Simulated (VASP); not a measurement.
A run of VASP 6.6.1 is set up as follows.

File INCAR:

```
PREC     = Accurate       # precision mode
ENCUT    = 520            # plane-wave cutoff, eV
EDIFF    = 1E-7           # SCF threshold, eV
ISMEAR   = 0              # smearing method
SIGMA    = 0.15           # smearing width, eV
LREAL    = F              # projectors in reciprocal space
LASPH    = T              # aspherical terms in the spheres
NELM     = 100            # most SCF steps
ALGO     = Normal         # electronic algorithm
ISIF     = 2              # what is computed and relaxed
LWAVE    = F              # write WAVECAR
LCHARG   = T              # write CHGCAR
GGA      = PE             # functional
LELF     = T              # ELF
LVHAR    = T            
NBANDS   = 41             # bands
```

The input KPOINTS:

```
regular mesh
0
Gamma
  3 3 3
```

Contents of POSCAR:

```
In2S
1.0
   -2.6926915648      2.6926915648      6.1074437163
    2.6926915648     -2.6926915648      6.1074437163
    2.6926915648      2.6926915648     -6.1074437163
In S
4 2
Direct
    0.0002138627      0.5002138627      0.5000000000
    0.4997861373      0.9997861373      0.5000000000
    0.7500000000      0.2500000000      0.5000000000
    0.2500000000      0.7500000000      0.5000000000
    0.3075682081      0.3075682081      0.0000000000
    0.6924317919      0.6924317919      0.0000000000
```

Potentials or basis: VASP PAW PBE potentials, release 64 (In_d, S).

Launch:

```bash
$ cat potpaw_PBE.64/In_d/POTCAR potpaw_PBE.64/S/POTCAR > POTCAR
$ mpirun -np 1 vasp_std > vasp.out
```

Task: Predict the band gap on the k mesh.

Result: Zero (band 32 reaches 4.81 eV, above the bottom of band 33 at 4.75 eV).

Task: Estimate the pressure.

Result: -0.7 GPa.

Stress tensor (GPa, compression positive):
```
-0.80  0.00  0.00
 0.00 -0.80  0.00
 0.00  0.00 -0.52
```

Caveat: the k points lie up to 0.55 Å⁻¹ apart; spin-orbit coupling is left out, which moves the levels of the heavy elements.
